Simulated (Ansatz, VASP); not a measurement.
# FeNi3 in VASP and in Ansatz

Contents of INCAR:

```
PREC = Accurate
ENCUT = 520
EDIFF = 1E-6
ISMEAR = -1
SIGMA = 0.05
LREAL = False
LASPH = True
NELM = 150
ALGO = Normal
ISIF = 2
LWAVE = False
LCHARG = True
ISPIN = 2
MAGMOM = 1 1 1 3
LORBIT = 11
LMAXMIX = 4
GGA = PS
LELF = True
LVHAR = True
NBANDS = 31
```

The input KPOINTS:

```
regular mesh
0
Gamma
  8 8 8
```

Contents of POSCAR:

```
FeNi3
1.0
    3.6145274555      0.0000000000      0.0000000000
    0.0000000000      3.6145274555      0.0000000000
    0.0000000000      0.0000000000      3.6145274555
Ni Fe
3 1
Direct
    0.5000000000      0.5000000000      0.0000000000
    0.5000000000      0.0000000000      0.5000000000
    0.0000000000      0.5000000000      0.5000000000
    0.0000000000      0.0000000000      0.0000000000
```

File input.yaml:

```yaml
crystal:
  lattice:
    - [3.6145274555, 0.0, 0.0]
    - [0.0, 3.6145274555, 0.0]
    - [0.0, 0.0, 3.6145274555]
  atoms:
    - { symbol: Ni, position: [0.5, 0.5, 0.0], spin: 1.0 }
    - { symbol: Ni, position: [0.5, 0.0, 0.5], spin: 1.0 }
    - { symbol: Ni, position: [0.0, 0.5, 0.5], spin: 1.0 }
    - { symbol: Fe, position: [0.0, 0.0, 0.0], spin: 3.0 }
hamiltonian:
  xc: pbesol
  pseudopotentials: { kind: paw }
magnetization:
  spin_polarized: true
kpoints:
  mp_grid: { grid: [8, 8, 8] }
scf:
  occupations: { method: fermi_dirac, width: 0.05 }
output:
  forces: true
  stress: true
  eigenvalues: true
```

Alike in both runs: task single point; functional PBEsol; k mesh 8 × 8 × 8; occupations fermi-dirac, width 0.05 eV; collinear spin.

|  | VASP | Ansatz |
| --- | --- | --- |
| version | VASP 6.6.1 | Ansatz 0.2.0 |
| potentials or method | VASP PAW PBE potentials, release 64 (Ni, Fe) | Ansatz PAW |
| plane-wave cutoff (eV) | 520 | 420 |
| valence electrons in the cell | 38 | 70 |

|  | VASP | Ansatz | Ansatz less VASP |
| --- | --- | --- | --- |
| gap on the k mesh at the Fermi level (eV) | none | none | - |
| pressure (GPa) | -18.1 | -18.3 | -0.16 |
| net moment per atom (μB) | 1.24 | 1.25 | +0.016 |
| size of the moment on the site where the two differ most (μB) | 0.67 | 0.72 | +0.053 |

VASP's potentials were made for PBE, not for PBEsol. Site moments also hang on the region over which each program counts them. A gap of «none» marks a metal or a gap that the smearing closes. With one functional, cell and mesh, what is left measures potentials, basis and numerics. VASP's potentials hold 38 valence electrons a cell and Ansatz's 70, so a difference there can come from the potentials and not from the codes.
